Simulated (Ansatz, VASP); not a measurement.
## Ru in VASP and in Ansatz

```
CELL_PARAMETERS angstrom
2.70580 0.00000 0.00000
-1.35290 2.34329 0.00000
0.00000 0.00000 4.15344
ATOMIC_POSITIONS crystal
Ru 0.33333 0.66667 0.25000
Ru 0.66667 0.33333 0.75000
```

Change from the starting cell: zz strain of -3 %.

Alike in both runs: task single point; functional PBE; k mesh 14 × 14 × 8; occupations fermi-dirac, width 0.03 eV; no spin polarisation.

|  | VASP | Ansatz |
| --- | --- | --- |
| version | VASP 6.6.1 | Ansatz 0.2.0 |
| potentials or method | VASP PAW PBE potentials, release 64 (Ru_pv), cutoff 520 eV | all-electron LAPW, scalar-relativistic |

```tsv
	VASP	Ansatz	Ansatz less VASP
pressure (GPa)	16.3	16.2	-0.03
traceless stress, the component that is largest in VASP (GPa)	10.08	10.03	-0.044
```

Ansatz ran all-electron here, and VASP with PAW potentials.
